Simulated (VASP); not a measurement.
Runs of VASP 6.6.1 on GaSb. The structure is that of space group F-43m (No. 216), or close to it. The cells are those of the table. 

```csv
task,level,cell,k mesh,cutoff (eV),gap on the mesh (eV),pressure (GPa),relaxed volume (Å³/atom)
relaxation of cell and atoms,PBEsol,"relaxed from a = 4.227 Å, angles 60.0°, 2 atoms",6 × 6 × 6,600,none,0.1,28.59
relaxation of cell and atoms,r2SCAN+rVV10,"relaxed from a = 4.324 Å, angles 60.0°, 2 atoms",6 × 6 × 6,600,0.48,0.0,(a)
single point,r2SCAN+rVV10,"a = 4.316 Å, angles 60.0°, 2 atoms",6 × 6 × 6,520,0.50,0.2,-
single point,r2SCAN+rVV10,"a = 4.316 Å, angles 60.0°, 2 atoms",8 × 8 × 8,520,0.50,0.2,-
single point,PBEsol,"a = 4.324 Å, angles 60.0°, 2 atoms",6 × 6 × 6,520,none,0.1,-
```

Alike in all rows: potentials or basis VASP PAW PBE potentials, release 64 (Ga_d, Sb); no spin polarisation; smearing fermi-dirac 0.03 eV.

Question: Fill in the values left out.

Answer: (a) 28.50.

Caveats: the PAW data sets were made with another functional, which shifts forces and pressure a little; spin-orbit coupling is left out, which moves the levels of the heavy elements.

A k mesh can miss the band edges, and the runs leave out spin-orbit coupling on Ga, Sb.

A gap of «none» marks levels without a gap at the run's occupations.
